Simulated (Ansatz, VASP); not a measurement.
# Ru: VASP beside Ansatz

```
CELL_PARAMETERS angstrom
-0.03334 1.88841 1.88841
1.88841 -0.03334 1.88841
1.88841 1.88841 -0.03334
ATOMIC_POSITIONS crystal
Ru 0.00000 0.00000 0.00000
```

Change from the starting cell: equal engineering shear yz, xz and xy -0.0175, equal normal strain along x, y and z +0.0000.

Alike in both runs: task single point; functional PBE; k mesh 20 × 20 × 20; occupations gaussian, width 0.15 eV; no spin polarisation.

|  | VASP | Ansatz |
| --- | --- | --- |
| version | VASP 6.6.1 | Ansatz 0.2.0 |
| potentials or method | VASP PAW PBE potentials, release 64 (Ru_pv), cutoff 520 eV | scalar-relativistic, plane waves, PAW |
| valence electrons in the cell | 14 | 16 |

VASP gave:

```
gap on the k mesh at the Fermi level (eV)                     : none
pressure (GPa)                                                : 0.4
traceless stress, the component that is largest in VASP (GPa) : 4.28
```

**Question.** Which values does Ansatz return?

**Answer.** gap on the k mesh at the Fermi level (eV): none; pressure (GPa): 0.6; traceless stress, the component that is largest in VASP (GPa): 4.28.

A gap of «none» marks a metal or a gap that the smearing closes. With one functional, cell and mesh, what is left measures potentials, basis and numerics. VASP's potentials hold 14 valence electrons a cell and Ansatz's 16, so a difference there can come from the potentials and not from the codes.
